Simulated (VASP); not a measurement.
Input of a VASP 6.6.1 run:

Contents of INCAR:

```
SYSTEM = LiNbO3
PREC = Accurate
ENCUT = 600
EDIFF = 1E-6
ISMEAR = 0
SIGMA = 0.01
LREAL = .FALSE.
LASPH = .TRUE.
NELM = 100
ALGO = Normal
ISIF = 3
LWAVE = .FALSE.
LCHARG = .FALSE.
GGA = PE
IBRION = 2
NSW = 80
EDIFFG = -0.002
```

File KPOINTS:

```
Automatic mesh
0
G
  4 4 4
  0 0 0
```

Contents of POSCAR:

```
LiNbO3
1.0
    2.5756485575      1.4870513880      4.6218000000
   -2.5756485575      1.4870513880      4.6218000000
    0.0000000000     -2.9741027760      4.6218000000
Li Nb O
2 2 6
Direct
    0.3021000000      0.3021000000      0.3021000000
    0.8021000000      0.8021000000      0.8021000000
    0.0192000000      0.0192000000      0.0192000000
    0.5192000000      0.5192000000      0.5192000000
    0.1311000000      0.3783000000      0.7405000000
    0.7405000000      0.1311000000      0.3783000000
    0.3783000000      0.7405000000      0.1311000000
    0.2405000000      0.8783000000      0.6311000000
    0.8783000000      0.6311000000      0.2405000000
    0.6311000000      0.2405000000      0.8783000000
```

Potentials or basis: VASP PAW PBE potentials, release 64 (Li_sv, Nb_sv, O).

Run with:

```bash
$ cat potpaw_PBE.64/Li_sv/POTCAR potpaw_PBE.64/Nb_sv/POTCAR potpaw_PBE.64/O/POTCAR > POTCAR
$ mpirun -np 1 vasp_std > vasp.out
```

Problem. What does it give for the relaxed cell?

Solution. a = 5.542 Å, b = 5.542 Å, c = 5.542 Å, α = 55.74°, β = 55.74°, γ = 55.74°.

Problem. What does it give for the band gap on the k mesh?

Solution. 3.55 eV (least direct gap 3.56 eV).

Problem. Predict the space group after relaxing (to 0.1 Å).

Solution. R3c (No. 161).

Final structure:
```
Li Nb O
1.0
     2.59094    1.49588    4.66541
    -2.59094    1.49588    4.66541
     0.00000   -2.99177    4.66541
Li Nb O
2 2 6
Direct
  0.30158 0.30158 0.30158
  0.80158 0.80158 0.80158
  0.02010 0.02010 0.02010
  0.52010 0.52010 0.52010
  0.13013 0.37854 0.74085
  0.74085 0.13013 0.37854
  0.37854 0.74085 0.13013
  0.24085 0.87854 0.63013
  0.87854 0.63013 0.24085
  0.63013 0.24085 0.87854
```

 A k mesh can miss the band edges.
